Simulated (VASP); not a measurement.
# TiB2 (P6/mmm) in VASP: a series of runs

Runs on TiB2. Level: LDA. Tasks: relaxation of cell and atoms.

All numbers are computed with VASP 6.6.1; they aren't measurements. Logs are shortened: lines on timing, memory, paths and dates and some standing lists are left out, and cuts for length are marked.

### 1 The cell of the first run

The structure is hexagonal, space group P6/mmm (No. 191). The conventional cell has a = 3.029 Å, b = 3.029 Å, c = 3.228 Å, α = 90.00°, β = 90.00°, γ = 120.00°. Ti (site symmetry 6/mmm) has 12 B at 2.38 Å and 6 Ti at 3.03 Å within 3.1 Å. Within 2.3 Å of B (site symmetry -6m2) lie 3 B at 1.75 Å.

### 2 Relaxation of cell and atoms, LDA, target pressure 30 GPa, at which the enthalpy is minimised

File INCAR:

```
SYSTEM = TiB2
PREC = Accurate
ENCUT = 600
EDIFF = 1E-6
ISMEAR = -1
SIGMA = 0.1
LREAL = .FALSE.
LASPH = .TRUE.
NELM = 60
ALGO = Normal
ISIF = 3
LWAVE = .FALSE.
LCHARG = .FALSE.
IBRION = 2
NSW = 80
EDIFFG = -0.01
PSTRESS = 300.0
```

File KPOINTS:

```
regular mesh
0
G
  10 10 9
  0 0 0
```

File POSCAR:

```
TiB2
1.0
    3.0292000000      0.0000000000      0.0000000000
   -1.5146000000      2.6233641500      0.0000000000
    0.0000000000      0.0000000000      3.2284000000
Ti B
1 2
Direct
    0.0000000000      0.0000000000      0.0000000000
    0.3333333300      0.6666666700      0.5000000000
    0.6666666700      0.3333333300      0.5000000000
```

Potentials or basis: VASP PAW LDA potentials, release 64 (Ti_sv, B).

On the command line:

```console
$ cat potpaw_LDA.64/Ti_sv/POTCAR potpaw_LDA.64/B/POTCAR > POTCAR
$ mpirun -np 1 vasp_std > vasp.out
```

OUTCAR:

```text
SYSTEM = TiB2
   PREC = Accurate
   ENCUT = 600
   EDIFF = 1E-6
   ISMEAR = -1
   LREAL = .FALSE.
   LASPH = .TRUE.
   NELM = 60
   ISIF = 3
   IBRION = 2
   NSW = 80
   EDIFFG = -0.01
   PSTRESS = 300.0

 ion  position               nearest neighbor table
   1  0.000  0.000  0.000-   2 2.38   3 2.38   2 2.38   3 2.38   2 2.38   2 2.38   3 2.38   3 2.38
                             3 2.38   3 2.38   2 2.38   2 2.38
   2  0.333  0.667  0.500-   3 1.75   3 1.75   3 1.75   1 2.38   1 2.38   1 2.38   1 2.38   1 2.38
                             1 2.38
   3  0.667  0.333  0.500-   2 1.75   2 1.75   2 1.75   1 2.38   1 2.38   1 2.38   1 2.38   1 2.38
                             1 2.38

  LATTYP: Found a hexagonal cell.
 ALAT       =     3.0292000000
 C/A-ratio  =     1.0657599366

  Lattice vectors:

 A1 = (   3.0292000000,   0.0000000000,   0.0000000000)
 A2 = (  -1.5146000000,   2.6233641500,   0.0000000000)
 A3 = (   0.0000000000,   0.0000000000,   3.2284000000)

Analysis of symmetry for initial positions (statically):
=====================================================================
 Subroutine PRICEL returns:
 Original cell was already a primitive cell.

 Routine SETGRP: Setting up the symmetry group for a
 hexagonal supercell.

 Subroutine GETGRP returns: Found 24 space group operations
 (whereof 24 operations were pure point group operations)
 out of a pool of 24 trial point group operations.

The static configuration has the point symmetry D_6h.

Analysis of symmetry for dynamics (positions and initial velocities):
=====================================================================
 Subroutine PRICEL returns:
 Original cell was already a primitive cell.

 Routine SETGRP: Setting up the symmetry group for a
 hexagonal supercell.

 Subroutine GETGRP returns: Found 24 space group operations
 (whereof 24 operations were pure point group operations)
 out of a pool of 24 trial point group operations.

The dynamic configuration has the point symmetry D_6h.

 Subroutine INISYM returns: Found 24 space group operations
 (whereof 24 operations are pure point group operations),
 and found     1 'primitive' translations

----------------------------------------------------------------------------------------

                                     Primitive cell

  volume of cell :      25.6551

  direct lattice vectors                    reciprocal lattice vectors
     3.029200000  0.000000000  0.000000000     0.330120164  0.190594966  0.000000000
    -1.514600000  2.623364150  0.000000000     0.000000000  0.381189931  0.000000000
     0.000000000  0.000000000  3.228400000     0.000000000  0.000000000  0.309750960

  length of vectors
     3.029200000  3.029199997  3.228400000     0.381189931  0.381189931  0.309750960

  position of ions in fractional coordinates (direct lattice)
     0.000000000  0.000000000  0.000000000
     0.333333330  0.666666670  0.500000000
     0.666666670  0.333333330  0.500000000

  ion indices of the primitive-cell ions
   primitive index   ion index
                 1           1
                 2           2
                 3           3

----------------------------------------------------------------------------------------

 KPOINTS: regular mesh

Automatic generation of k-mesh.
 Grid dimensions read from file:
 generate k-points for:   10   10    9

 Generating k-lattice:

  Cartesian coordinates                     Fractional coordinates (reciprocal lattice)
     0.033012016  0.019059497  0.000000000     0.100000000  0.000000000  0.000000000
     0.000000000  0.038118993  0.000000000     0.000000000  0.100000000  0.000000000
     0.000000000  0.000000000  0.034416773     0.000000000  0.000000000  0.111111111

  Length of vectors
     0.038118993  0.038118993  0.034416773

  Shift w.r.t. Gamma in fractional coordinates (k-lattice)
     0.000000000  0.000000000  0.000000000

 Subroutine IBZKPT returns following result:
 ===========================================

 Found     70 irreducible k-points:

 Following reciprocal coordinates:
            Coordinates               Weight
  0.000000  0.000000  0.000000      1.000000
  0.100000  0.000000  0.000000      6.000000
  0.200000  0.000000  0.000000      6.000000
  0.300000  0.000000  0.000000      6.000000
  0.400000 -0.000000  0.000000      6.000000
  0.500000  0.000000  0.000000      3.000000
[... 16 lines left out ...]
  0.300000  0.100000  0.111111     24.000000
  0.400000  0.100000  0.111111     24.000000
 [... further k-points ...]
   k-points           NKPTS =     70   k-points in BZ     NKDIM =     70   number of bands    NBANDS=     13
   number of dos      NEDOS =    301   number of ions     NIONS =      3
   total plane-waves  NPLWV =  16128
   dimension x,y,z NGX =    24 NGY =   24 NGZ =   28
   dimension x,y,z NGXF=    48 NGYF=   48 NGZF=   56
   ions per type =               1   2
   NGX,Y,Z   is equivalent  to a cutoff of  13.17, 13.17, 14.42 a.u.
   NGXF,Y,Z  is equivalent  to a cutoff of  26.34, 26.34, 28.84 a.u.
 SYSTEM =  TiB2
   PREC   = accura    normal or accurate (medium, high low for compatibility)
   ISTART =      0    job   : 0-new  1-cont  2-samecut
   ICHARG =      2    charge: 1-file 2-atom 10-const
   ISPIN  =      1    spin polarized calculation?
   LNONCOLLINEAR =      F non collinear calculations
   LSORBIT =      F    spin-orbit coupling
   LASPH  =      T    aspherical Exc in radial PAW
   ENCUT  =  600.0 eV  44.10 Ry    6.64 a.u.   6.05  6.05  6.45*2*pi/ulx,y,z
   NELM   =     60;   NELMIN=  2; NELMDL= -5     # of ELM steps
   EDIFF  = 0.1E-05   stopping-criterion for ELM
   LREAL  =      F    real-space projection
   EDIFFG = -.1E-01   stopping-criterion for IOM
   NSW    =     80    number of steps for IOM
   IBRION =      2    ionic relax: 0-MD 1-quasi-New 2-CG
   NFREE  =      1    steps in history (QN), initial steepest desc. (CG)
   ISIF   =      3    stress and relaxation
   ISYM   =      2    0-nonsym 1-usesym 2-fastsym
   POTIM  = 0.5000    time-step for ionic-motion
   TEBEG  =    0.0;   TEEND  =   0.0 temperature during run
   PSTRESS=  300.0 pullay stress
   NELECT =      18.0000    total number of electrons
   NUPDOWN=      -1.0000    fix difference up-down
   EMIN   =  10.00;   EMAX   =-10.00  energy-range for DOS
   EFERMI =   0.00;   METHOD = LEGACY
   ISMEAR =    -1;   SIGMA  =   0.10  broadening in eV -4-tet -1-fermi 0-gaus
   EFERMI_NEDOS =   21; number of points for ismear=-14 and -15
   IALGO  =     38    algorithm
   IMIX   =      4    mixing-type and parameters
     AMIX     =   0.40;   BMIX     =  1.00
     AMIX_MAG =   1.60;   BMIX_MAG =  1.00
  volume/ion in A,a.u.               =       8.55        57.71
  Fermi-wavevector in a.u.,A,eV,Ry     =   1.454703  2.748990 28.792122  2.116161
  Thomas-Fermi vector in A             =   2.571823
   LORBIT       =      0    0 simple, 1 ext, 2 COOP (PROOUT), +10 PAW based schemes
   GGA     = CA    functional components
   LHFCALC =     F    Hartree Fock is set to
   AEXX    =    0.0000 exact exchange contribution
   IVDW    =     0    specifies the selected vdW correction
   LEPSILON=     F    determine dielectric tensor
   LRPA    =     F    only Hartree local field effects (RPA)
 conjugate gradient relaxation of ions
 non-spin polarized calculation
  energy-cutoff  :      600.00
  volume of cell :       25.66
 maximum number of plane-waves:       878
   NGX = 13   NGY = 13   NGZ = 13

--------------------------------------- Ionic step        1  -------------------------------------------

 number of electron      18.0000002 magnetization

 Free energy of the ion-electron system (eV)
  ---------------------------------------------------
  ext. energy  EPLUGINS =         0.00000000
  ---------------------------------------------------
  free energy    TOTEN  =       -26.88934179 eV

  energy without entropy =      -26.87496330  energy(sigma->0) =      -26.88215255

 E-fermi :   9.8643     XC(G=0): -12.9522

 val. band max:        9.8569814385   @ k =   0.3000   0.2000   0.0000
 cond. band min:       9.8739317565   @ k =   0.4000   0.2000   0.0000
 fundamental gap:      0.0169503180
 Fermi energy:         9.8642593316

 k-point     1 :       0.0000    0.0000    0.0000
  band No.  band energies     occupation
      1     -46.3216      2.00000
      2     -23.0628      2.00000
      3     -22.7413      2.00000
      4     -22.7413      2.00000
      5      -3.3733      2.00000
      6       7.3327      2.00000
      7       7.3327      2.00000
      8       7.6637      2.00000
      9       7.8054      2.00000
     10      11.7939      0.00000
     11      11.7939      0.00000
     12      13.5554      0.00000
     13      13.5554      0.00000
[... 353 lines left out ...]
 k-point    24 :       0.4000    0.1000    0.1111
  band No.  band energies     occupation
      1     -46.2619      2.00000
      2     -23.1339      2.00000
      3     -23.0125      2.00000
      4     -22.8581      2.00000
      5       0.2539      2.00000
      6       1.6728      2.00000
      7       5.6065      2.00000
      8       6.8222      2.00000
      9       8.2900      2.00000
     10      10.9735      0.00003
     11      12.3963      0.00000
     12      12.7793      0.00000
     13      14.3284      0.00000

 [... further k-points ...]
[... 5 lines left out ...]
  --------------------------------------------------------------------------------------
  -------------------------------------------------------------------------------------
  Total       -1.6374315     -1.6374314     -1.8659163      0.0000000      0.0000000      0.0000000
  in kB     -102.2586005   -102.2586002   -116.5276180      0.0000000      0.0000000      0.0000000
  external PRESSURE =    -407.0149396 kB  Pullay stress =     300.0000000 kB
[... 297 lines left out ...]
  enthalpy is  TOTEN    =       -22.5387362411 eV   P V=        4.2110817895

--------------------------------------- Ionic step        9  -------------------------------------------

 number of electron      17.9999998 magnetization

 Free energy of the ion-electron system (eV)
  ---------------------------------------------------
  ext. energy  EPLUGINS =         0.00000000
  ---------------------------------------------------
  free energy    TOTEN  =       -26.74088940 eV

  energy without entropy =      -26.72702804  energy(sigma->0) =      -26.73395872

 E-fermi :  11.3896     XC(G=0): -13.6112

 val. band max:       11.3619149917   @ k =   0.3000   0.2000   0.0000
 cond. band min:      11.4012841931   @ k =   0.4000   0.2000   0.0000
 fundamental gap:      0.0393692014
 Fermi energy:        11.3895597272

 k-point     1 :       0.0000    0.0000    0.0000
  band No.  band energies     occupation
      1     -44.4235      2.00000
      2     -21.1733      2.00000
      3     -20.7846      2.00000
      4     -20.7846      2.00000
      5      -2.4881      2.00000
      6       8.4407      2.00000
      7       8.4407      2.00000
      8       9.0596      2.00000
      9       9.4463      2.00000
     10      13.7780      0.00000
     11      13.7780      0.00000
     12      15.9164      0.00000
     13      15.9164      0.00000
[... 353 lines left out ...]
 k-point    24 :       0.4000    0.1000    0.1111
  band No.  band energies     occupation
      1     -44.3234      2.00000
      2     -21.3846      2.00000
      3     -21.1000      2.00000
      4     -20.9612      2.00000
      5       1.3586      2.00000
      6       2.8183      2.00000
      7       6.7956      2.00000
      8       8.1625      2.00000
      9       9.5855      2.00000
     10      12.7919      0.00000
     11      14.4314      0.00000
     12      14.9110      0.00000
     13      16.6113      0.00000

 [... further k-points ...]
[... 5 lines left out ...]
  --------------------------------------------------------------------------------------
  -------------------------------------------------------------------------------------
  Total        4.2005711      4.2005710      4.2013069     -0.0000000      0.0000000     -0.0000000
  in kB      299.8959263    299.8959255    299.9484590     -0.0000000      0.0000000     -0.0000000
  external PRESSURE =      -0.0865631 kB  Pullay stress =     300.0000000 kB
[... 18 lines left out ...]
  FREE ENERGIE OF THE ION-ELECTRON SYSTEM (eV)
  ---------------------------------------------------
  free  energy   TOTEN  =       -26.7408893992 eV

  energy  without entropy=      -26.7270280428  energy(sigma->0) =      -26.73395872

  enthalpy is  TOTEN    =       -22.5388606045 eV   P V=        4.2020287946

 reached required accuracy - stopping structural energy minimisation
```

Run time: 78 s. Hardware: 1 thread of Intel Xeon Platinum 8488C (Sapphire Rapids), shared host; peak memory 0.16 GiB.

What came out:

- Free energy: -26.7409 eV
- Relaxed volume: 7.48 Å³/atom
- Relaxed cell: a = 2.916 Å, b = 2.916 Å, c = 3.047 Å, α = 90.00°, β = 90.00°, γ = 120.00°
- Space group after relaxing (to 0.05 Å): P6/mmm (No. 191)
- Energy change on relaxing (the enthalpy is what falls): +49.5 meV/atom
- Ionic steps: 9
- Pressure after relaxing: 30.0 GPa
- Band gap on the k mesh: zero (band 9 reaches 11.83 eV, above the bottom of band 10 at 11.18 eV)

The path:
| step | energy change (eV) | largest force (eV/Å) | pressure (GPa) | volume (Å³) |
| --- | --- | --- | --- | --- |
| 1 | 0.0000 | 0.0000 | -10.70 | 25.66 |
| 2 | 2.1203 | 0.0000 | 140.81 | 18.40 |
| 3 | 0.1192 | 0.0000 | 27.35 | 22.65 |
| 4 | 0.1427 | 0.0000 | 29.45 | 22.51 |
| 5 | 0.1539 | 0.0000 | 30.48 | 22.45 |
| 6 | 0.1553 | 0.0000 | 30.60 | 22.41 |
| 7 | 0.1550 | 0.0000 | 30.62 | 22.41 |
| 8 | 0.1395 | 0.0000 | 29.20 | 22.49 |
| 9 | 0.1485 | 0.0000 | 29.99 | 22.44 |

Final structure:
```
Ti B
1.0
     2.91607    0.00000    0.00000
    -1.45803    2.52539    0.00000
     0.00000    0.00000    3.04736
Ti B
1 2
Direct
  0.00000 0.00000 0.00000
  0.33333 0.66667 0.50000
  0.66667 0.33333 0.50000
```

Caveat: the cell is relaxed towards a set pressure, so the enthalpy falls and the energy may rise. LDA usually gives volumes a few per cent too small.

### 3 Relaxation of cell and atoms, LDA, target pressure 40 GPa, at which the enthalpy is minimised

File INCAR:

```
SYSTEM = TiB2
ALGO = Normal
EDIFF = 1E-6
EDIFFG = -0.01
ENCUT = 600
IBRION = 2
ISIF = 3
ISMEAR = -1
LASPH = .True.
LCHARG = .False.
LREAL = .False.
LWAVE = .False.
NELM = 80
NSW = 80
PREC = Accurate
PSTRESS = 400.0
SIGMA = 0.1
```

File KPOINTS:

```
k-points
0
Gamma
  10 10 9
  0 0 0
```

POSCAR is that of step 2.

Potentials or basis: VASP PAW LDA potentials, release 64 (Ti_sv, B).

On the command line:

```console
$ cat potpaw_LDA.64/Ti_sv/POTCAR potpaw_LDA.64/B/POTCAR > POTCAR
$ mpirun -np 1 vasp_std > vasp.out
```

It took 77 s on 1 thread of Intel Xeon Platinum 8488C (Sapphire Rapids), shared host; peak memory 0.16 GiB.

It converged, with:

```yaml
Free_energy: -26.6214 eV
Relaxed_volume: 7.30 Å³/atom
Relaxed_cell: a = 2.895 Å, b = 2.895 Å, c = 3.017 Å, α = 90.00°, β = 90.00°, γ = 120.00°
Space_group_after_relaxing_to_0.05_Å: P6/mmm (No. 191)
Energy_change_on_relaxing_the_enthalpy_is_what_falls: +89.3 meV/atom
Ionic_steps: 9
Pressure_after_relaxing: 40.0 GPa
Band_gap_on_the_k_mesh: zero (band 9 reaches 12.18 eV, above the bottom of band 10 at 11.46 eV)
```

Step by step:
| step | energy change (eV) | largest force (eV/Å) | pressure (GPa) | volume (Å³) |
| --- | --- | --- | --- | --- |
| 1 | 0.0000 | 0.0000 | -10.70 | 25.66 |
| 2 | 3.8172 | 0.0000 | 215.93 | 16.86 |
| 3 | 0.2036 | 0.0000 | 34.86 | 22.21 |
| 4 | 0.2539 | 0.0000 | 38.91 | 21.99 |
| 5 | 0.2710 | 0.0000 | 40.27 | 21.92 |
| 6 | 0.2738 | 0.0000 | 40.42 | 21.87 |
| 7 | 0.2734 | 0.0000 | 40.45 | 21.87 |
| 8 | 0.2594 | 0.0000 | 39.38 | 21.93 |
| 9 | 0.2679 | 0.0000 | 39.96 | 21.89 |

Final structure:
```xyz
3
Lattice="2.8947 0.0000 0.0000 -1.4474 2.5069 0.0000 0.0000 0.0000 3.0169" Properties=species:S:1:pos:R:3 pbc="T T T"
Ti    0.0000    0.0000    0.0000
B     0.0000    1.6713    1.5084
B     1.4474    0.8356    1.5084
```

Levels at points of the mesh, in eV from the Fermi level:
| k point | band 5 | band 6 | band 7 | band 8 | band 9 | band 10 | band 11 | band 12 | band 13 |
| --- | --- | --- | --- | --- | --- | --- | --- | --- | --- |
| (0.00, 0.00, 0.00) | -13.99 | -3.03 | -3.03 | -2.39 | -1.89 | 2.48 | 2.48 | 4.69 | 4.69 |
| (0.50, 0.00, 0.00) | -9.93 | -9.15 | -3.43 | -3.40 | -2.62 | 1.80 | 3.41 | 4.06 | 4.11 |

Caveat: the cell is relaxed towards a set pressure, so the enthalpy falls and the energy may rise. Zero-point motion and thermal expansion aren't in these numbers.
